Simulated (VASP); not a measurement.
# Nb3Te8Mo (P-3m1) in VASP: single point with PBE

Aim: the single point of Nb3Te8Mo with PBE.

Program: VASP 6.6.1. These are calculated values, not measurements. Logs are shortened: lines on timing, memory, paths and dates and some standing lists are left out, and cuts for length are marked.

**1. The cell of the first run**

Symmetry: P-3m1, No. 164, trigonal system. The conventional cell has a = 7.443 Å, b = 7.443 Å, c = 7.150 Å, α = 90.00°, β = 90.00°, γ = 120.00°. Within 3.8 Å of Nb (site symmetry 2/m) lie 6 Te at 2.82 Å and 4 Nb at 3.72 Å and 2 Mo at 3.72 Å. Te (site symmetry 3m) has 3 Nb at 2.82 Å and 6 Te at 3.72 Å within 3.8 Å. Te (site symmetry m) has 1 Mo at 2.82 Å and 2 Nb at 2.82 Å and 6 Te at 3.72 Å within 3.8 Å. Mo (site symmetry -3m) has 6 Te at 2.82 Å and 6 Nb at 3.72 Å within 3.8 Å.

**2. Single point, PBE, collinear spin**

The input, INCAR:

```
SYSTEM = Nb3Te8Mo
  ALGO = Fast
  EDIFF = 1E-6
  ENCUT = 520
  GGA = PE
  ISIF = 2
  ISMEAR = 0
  ISPIN = 2
  LASPH = .True.
  LCHARG = .True.
  LELF = .True.
  LMAXMIX = 4
  LORBIT = 11
  LREAL = .False.
  LVHAR = .True.
  LWAVE = .False.
  MAGMOM = 1 1 1 0 0 0 0 0 0 0 0 1
  NBANDS = 66
  NELM = 150
  PREC = Accurate
  SIGMA = 0.1
```

The input, KPOINTS:

```
k-points
0
Gamma
  3 3 4
  0 0 0
```

The input, POSCAR:

```
Nb3Te8Mo
1.0
    7.4431731500      0.0000000000      0.0000000000
   -3.7215865800      6.4459770300      0.0000000000
    0.0000000000      0.0000000000      7.1504231800
Nb Te Mo
3 8 1
Direct
    0.0000000000      0.5000000000      0.0000000000
    0.5000000000      0.5000000000      0.0000000000
    0.5000000000      0.0000000000      0.0000000000
    0.3333333300      0.6666666700      0.7456322300
    0.3333333300      0.1666666700      0.7456322300
    0.8333333300      0.6666666700      0.7456322300
    0.8333333300      0.1666666700      0.7456322300
    0.1666666700      0.8333333300      0.2543677700
    0.1666666700      0.3333333300      0.2543677700
    0.6666666700      0.8333333300      0.2543677700
    0.6666666700      0.3333333300      0.2543677700
    0.0000000000      0.0000000000      0.0000000000
```

Potentials or basis: VASP PAW PBE potentials, release 64 (Nb_sv, Te, Mo_sv).

The run is started by

```console
cat potpaw_PBE.64/Nb_sv/POTCAR potpaw_PBE.64/Te/POTCAR potpaw_PBE.64/Mo_sv/POTCAR > POTCAR
mpirun -np 1 vasp_std > vasp.out
```

OUTCAR:

```text
SYSTEM = Nb3Te8Mo
   EDIFF = 1E-6
   ENCUT = 520
   GGA = PE
   ISIF = 2
   ISMEAR = 0
   ISPIN = 2
   LASPH = .True.
   LORBIT = 11
   LREAL = .False.
   NELM = 150
   PREC = Accurate

 ion  position               nearest neighbor table
   1  0.000  0.500  0.000-   4 2.82  11 2.82   8 2.82   7 2.82   9 2.82   6 2.82
   2  0.500  0.500  0.000-   6 2.82   9 2.82   5 2.82  10 2.82   4 2.82  11 2.82
   3  0.500  0.000  0.000-   7 2.82   8 2.82   4 2.82  11 2.82  10 2.82   5 2.82
   4  0.333  0.667  0.746-   1 2.82   3 2.82   2 2.82
   5  0.333  0.167  0.746-  12 2.82   2 2.82   3 2.82
   6  0.833  0.667  0.746-   2 2.82  12 2.82   1 2.82
   7  0.833  0.167  0.746-   3 2.82   1 2.82  12 2.82
   8  0.167  0.833  0.254-   3 2.82   1 2.82  12 2.82
   9  0.167  0.333  0.254-   2 2.82  12 2.82   1 2.82
  10  0.667  0.833  0.254-  12 2.82   2 2.82   3 2.82
  11  0.667  0.333  0.254-   1 2.82   3 2.82   2 2.82
  12  0.000  0.000  0.000-   5 2.82  10 2.82   9 2.82   6 2.82   7 2.82   8 2.82

  LATTYP: Found a hexagonal cell.
 ALAT       =     7.4431731500
 C/A-ratio  =     0.9606686605

  Lattice vectors:

 A1 = (   7.4431731500,   0.0000000000,   0.0000000000)
 A2 = (  -3.7215865800,   6.4459770300,   0.0000000000)
 A3 = (   0.0000000000,   0.0000000000,   7.1504231800)

Analysis of symmetry for initial positions (statically):
=====================================================================
 Subroutine PRICEL returns:
 Original cell was already a primitive cell.

 Routine SETGRP: Setting up the symmetry group for a
 hexagonal supercell.

 Subroutine GETGRP returns: Found 12 space group operations
 (whereof 12 operations were pure point group operations)
 out of a pool of 24 trial point group operations.

The static configuration has the point symmetry D_3d.

Analysis of symmetry for dynamics (positions and initial velocities):
=====================================================================
 Subroutine PRICEL returns:
 Original cell was already a primitive cell.

 Routine SETGRP: Setting up the symmetry group for a
 hexagonal supercell.

 Subroutine GETGRP returns: Found 12 space group operations
 (whereof 12 operations were pure point group operations)
 out of a pool of 24 trial point group operations.

The dynamic configuration has the point symmetry D_3d.

Analysis of structural, dynamic, and magnetic symmetry:
[... 170 lines left out ...]
 fundamental gap:      0.0047774717
 Fermi energy:         6.9835258318

 spin component 1

 k-point     1 :       0.0000    0.0000    0.0000
  band No.  band energies     occupation
      1     -54.3679      1.00000
      2     -48.4795      1.00000
      3     -48.4735      1.00000
      4     -48.4735      1.00000
      5     -28.5180      1.00000
      6     -28.5180      1.00000
[... 639 lines left out ...]
     61       8.9487      0.00000
     62       8.9492      0.00000
 Fermi energy:         6.9835258318

 spin component 2

 k-point     1 :       0.0000    0.0000    0.0000
  band No.  band energies     occupation
      1     -53.9514      1.00000
      2     -48.4445      1.00000
      3     -48.4386      1.00000
      4     -48.4386      1.00000
      5     -28.0367      1.00000
      6     -28.0367      1.00000
[... 639 lines left out ...]
     61       9.0663      0.00000
     62       9.0710      0.00000
 [bands above 62 left out]

------------------------ aborting loop because EDIFF is reached ----------------------------------------

  FORCE on cell =-STRESS in cart. coord.  units (eV):
  Direction    XX          YY          ZZ          XY          YZ          ZX
  --------------------------------------------------------------------------------------
  -------------------------------------------------------------------------------------
  Total       -4.6950921     -4.6950921     -1.2304278      0.0000000      0.0000000     -0.0000000
  in kB      -21.9268417    -21.9268417     -5.7462972      0.0000000      0.0000000     -0.0000000
  external PRESSURE =     -16.5333269 kB  Pullay stress =       0.0000000 kB

 VOLUME and BASIS-vectors are now :
 -----------------------------------------------------------------------------
  energy-cutoff  :      520.00
  volume of cell :      343.07
      direct lattice vectors                 reciprocal lattice vectors
     7.443173150  0.000000000  0.000000000     0.134351302  0.077567760  0.000000000
    -3.721586580  6.445977030  0.000000000     0.000000000  0.155135520  0.000000000
     0.000000000  0.000000000  7.150423180     0.000000000  0.000000000  0.139851863

 POSITION                                       TOTAL-FORCE (eV/Angst)
 -----------------------------------------------------------------------------------
     -1.86079      3.22299      0.00000        -0.000000     -0.000000     -0.000000
      1.86079      3.22299      0.00000        -0.000000     -0.000000     -0.000000
      3.72159      0.00000      0.00000        -0.000000     -0.000000     -0.000000
     -0.00000      4.29732      5.33159         0.000000     -0.000000     -0.107903
      1.86079      1.07433      5.33159        -0.204716     -0.118193      0.148125
      3.72159      4.29732      5.33159        -0.000000      0.236386      0.148125
      5.58238      1.07433      5.33159         0.204716     -0.118193      0.148125
     -1.86079      5.37165      1.81884        -0.204716      0.118193     -0.148125
      0.00000      2.14866      1.81884         0.000000     -0.236386     -0.148125
      1.86079      5.37165      1.81884         0.204716      0.118193     -0.148125
      3.72159      2.14866      1.81884         0.000000     -0.000000      0.107903
      0.00000      0.00000      0.00000        -0.000000     -0.000000     -0.000000
 -----------------------------------------------------------------------------------
    total drift:                               -0.000000      0.000000      0.000000

  FREE ENERGIE OF THE ION-ELECTRON SYSTEM (eV)
  ---------------------------------------------------
  free  energy   TOTEN  =       -70.7445537479 eV

  energy  without entropy=      -70.6884341177  energy(sigma->0) =      -70.71649393

 total charge

# of ion       s       p       d       tot
------------------------------------------
    1        2.148   5.996   2.408  10.552
    2        2.148   5.996   2.408  10.552
    3        2.148   5.996   2.408  10.552
    4        1.384   1.972   0.050   3.406
    5        1.386   1.957   0.049   3.392
    6        1.386   1.957   0.049   3.392
    7        1.386   1.957   0.049   3.392
    8        1.386   1.957   0.049   3.392
    9        1.386   1.957   0.049   3.392
   10        1.386   1.957   0.049   3.392
   11        1.384   1.972   0.050   3.406
   12        2.237   6.116   3.856  12.209
--------------------------------------------------
tot         19.766  39.789  11.473  71.028

 magnetization (x)

# of ion       s       p       d       tot
------------------------------------------
    1        0.001   0.000   0.051   0.053
    2        0.001   0.000   0.051   0.053
    3        0.001   0.000   0.051   0.053
    4        0.000  -0.002   0.001  -0.001
    5        0.000   0.001   0.001   0.002
    6        0.000   0.001   0.001   0.002
    7        0.000   0.001   0.001   0.002
    8        0.000   0.001   0.001   0.002
    9        0.000   0.001   0.001   0.002
   10        0.000   0.001   0.001   0.002
   11        0.000  -0.002   0.001  -0.001
   12        0.007   0.007   0.626   0.641
--------------------------------------------------
tot          0.013   0.009   0.787   0.810
```

OSZICAR:

```text
N       E                     dE             d eps       ncg     rms          rms(c)
DAV:   1     0.864829696063E+03    0.86483E+03   -0.45596E+04  2808   0.136E+03
DAV:   2     0.779168776805E+01   -0.85704E+03   -0.82736E+03  3546   0.417E+02
DAV:   3    -0.660577234865E+02   -0.73849E+02   -0.72161E+02  3688   0.108E+02
[... 17 lines left out ...]
RMM:  21    -0.707445331495E+02   -0.15294E-04   -0.14695E-04  4525   0.297E-02    0.686E-03
RMM:  22    -0.707445428480E+02   -0.96985E-05   -0.74072E-05  4489   0.253E-02    0.381E-03
RMM:  23    -0.707445489750E+02   -0.61270E-05   -0.59420E-05  4214   0.185E-02    0.154E-03
RMM:  24    -0.707445513957E+02   -0.24207E-05   -0.24766E-05  4012   0.140E-02    0.102E-03
RMM:  25    -0.707445528689E+02   -0.14732E-05   -0.15505E-05  3465   0.103E-02    0.220E-03
RMM:  26    -0.707445537479E+02   -0.87899E-06   -0.86153E-06  3315   0.877E-03
   1 F= -.70744554E+02 E0= -.70716494E+02  d E =-.561196E-01  mag=     1.0159
```

Wall time 20 min (1 thread of Oxide Virtual Turin-like, shared host); peak memory 0.72 GiB.

What came out:

| Quantity | Value |
| --- | --- |
| Free energy | -70.7446 eV |
| Pressure | -1.7 GPa |
| Largest force | 0.279 eV/Å |
| Band gap on the k mesh | zero (filled and empty bands overlap) |
| Net moment | 1.02 μB per cell |
| Site moments | Nb +0.05; Te -0.00, +0.00 (each value once); Mo +0.64 μB |
| Valence electrons inside the program's atomic spheres | Nb 10.55; Te 3.41, 3.39 (each value once); Mo 12.21 |

Forces on the atoms (eV/Å):
```
Nb   0.000  0.000  0.000
Nb   0.000  0.000  0.000
Nb   0.000  0.000  0.000
Te   0.000  0.000 -0.108
Te  -0.205 -0.118  0.148
Te   0.000  0.236  0.148
Te   0.205 -0.118  0.148
Te  -0.205  0.118 -0.148
Te   0.000 -0.236 -0.148
Te   0.205  0.118 -0.148
Te   0.000  0.000  0.108
Mo   0.000  0.000  0.000
```

Stress tensor (GPa, compression positive):
```
-2.19  0.00  0.00
 0.00 -2.19  0.00
 0.00  0.00 -0.57
```

Caveat: spin-orbit coupling is left out, which moves the levels of the heavy elements; this functional lacks dispersion, which binds layers or chains, so the pressure and a relaxed spacing across them are unreliable.
